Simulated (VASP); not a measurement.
Ge, 4 atoms in the cell. Symmetry: P6_3/mmc, No. 194, hexagonal system. The conventional cell has a = 4.059 Å, b = 4.059 Å, c = 6.687 Å, α = 90.00°, β = 90.00°, γ = 120.00°. Ge (site symmetry 3m) has 4 Ge at 2.49 to 2.51 Å within 3.3 Å. This isn't the form of Ge at room conditions, which is diamond.

```yaml
Program: VASP 6.6.1
Task: relaxation of cell and atoms
Functional: PBE
Potentials_or_basis: VASP PAW PBE potentials, release 64 (Ge_d)
Cutoff: 600 eV
k_mesh: 12 × 12 × 6
Occupations: gaussian, width 0.1 eV
Spin: no spin polarisation
Dipole_correction: no
Further_INCAR_settings: ALGO = Normal; EDIFF = 1e-06; IBRION = 2; EDIFFG = -0.02; NSW = 90; ISIF = 3
```

Potentials or basis: VASP PAW PBE potentials, release 64 (Ge_d).

Run with:

```console
$ cat potpaw_PBE.64/Ge_d/POTCAR > POTCAR
$ mpirun -np 1 vasp_std > vasp.out
```

Hardware: 1 thread of Intel(R) Xeon(R) Platinum 8375C CPU @ 2.90GHz (Ice Lake) (shared host).

How long does it take, and how much memory?

Wall time 2.5 min on 1 thread of Intel(R) Xeon(R) Platinum 8375C CPU @ 2.90GHz (Ice Lake), on a shared host, peak memory 0.34 GiB. Counts: scf iterations 12, k points 76, ion steps 1.
